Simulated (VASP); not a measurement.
Crystal: SiC (rocksalt type).

```xyz
2
Lattice="0.0000 2.1544 2.1544 2.1544 0.0000 2.1544 2.1544 2.1544 0.0000" Properties=species:S:1:pos:R:3 pbc="T T T"
Si    0.0000    0.0000    0.0000
C     2.1544    2.1544    2.1544
```

| Property | Result |
| --- | --- |
| Program | VASP 6.6.1 |
| Task | relaxation of cell and atoms |
| Functional | PBE |
| Potentials or basis | VASP PAW PBE potentials, release 64 (Si, C) |
| Cutoff | 600 eV |
| k mesh | 16 × 16 × 16 |
| Occupations | fermi-dirac, width 0.1 eV |
| Spin | no spin polarisation |

At the start: pressure -29.1 GPa; volume 10.00 Å³/atom.

Q: Where does the relaxation end?

A: Over 6 steps the energy falls by 177.6 meV/atom and the volume is 8.35 Å³/atom (-16.5 %); space group Fm-3m (No. 225, to 0.1 Å) before and after.

Step by step:
| step | energy change (eV) | largest force (eV/Å) | pressure (GPa) | volume (Å³) |
| --- | --- | --- | --- | --- |
| 1 | 0.0000 | 0.0000 | -29.10 | 20.00 |
| 2 | -0.2320 | 0.0000 | 28.47 | 15.19 |
| 3 | -0.3551 | 0.0000 | -0.13 | 16.72 |
| 4 | -0.3550 | 0.0000 | 0.76 | 16.66 |
| 5 | -0.3551 | 0.0000 | -0.52 | 16.75 |
| 6 | -0.3551 | 0.0000 | 0.00 | 16.71 |

Final structure:
```
Si C
1.0
     0.00000    2.02910    2.02910
     2.02910    0.00000    2.02910
     2.02910    2.02910    0.00000
Si C
1 1
Direct
  0.00000 0.00000 0.00000
  0.50000 0.50000 0.50000
```

Caveat: the volume moved by over 15 % at a fixed basis, so the end points are rough.
